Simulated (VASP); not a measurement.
Here is a VASP 6.6.1 calculation.

Contents of INCAR:

```
PREC = Accurate
ENCUT = 600
EDIFF = 1E-7
ISMEAR = 1
SIGMA = 0.1
LREAL = False
LASPH = True
NELM = 60
ALGO = Normal
ISIF = 3
LWAVE = False
LCHARG = False
IBRION = 2
NSW = 60
EDIFFG = -0.005
```

Contents of KPOINTS:

```
regular mesh
0
Gamma
  23 23 23
```

POSCAR

```
Au
1.0
    0.0000000000      2.0400000000      2.0400000000
    2.0400000000      0.0000000000      2.0400000000
    2.0400000000      2.0400000000      0.0000000000
Au
1
Direct
    0.0000000000      0.0000000000      0.0000000000
```

Potentials or basis: VASP PAW LDA potentials, release 64 (Au).

Run with:

```console
$ cat potpaw_LDA.64/Au/POTCAR > POTCAR
$ mpirun -np 1 vasp_std > vasp.out
```

Problem. Estimate the relaxed volume.

Solution. 16.62 Å³/atom.

Problem. Estimate the space group after relaxing (to 0.1 Å).

Solution. Fm-3m (No. 225).

Problem. Predict the relaxed cell.

Solution. a = 2.864 Å, b = 2.864 Å, c = 2.864 Å, α = 60.00°, β = 60.00°, γ = 60.00°.

Step by step:
| step | energy change (eV) | largest force (eV/Å) | pressure (GPa) | volume (Å³) |
| --- | --- | --- | --- | --- |
| 1 | 0.0000 | 0.0000 | -3.88 | 16.98 |
| 2 | 0.0111 | 0.0000 | 8.28 | 15.99 |
| 3 | -0.0045 | 0.0000 | -0.05 | 16.62 |
| 4 | -0.0045 | 0.0000 | 0.03 | 16.62 |
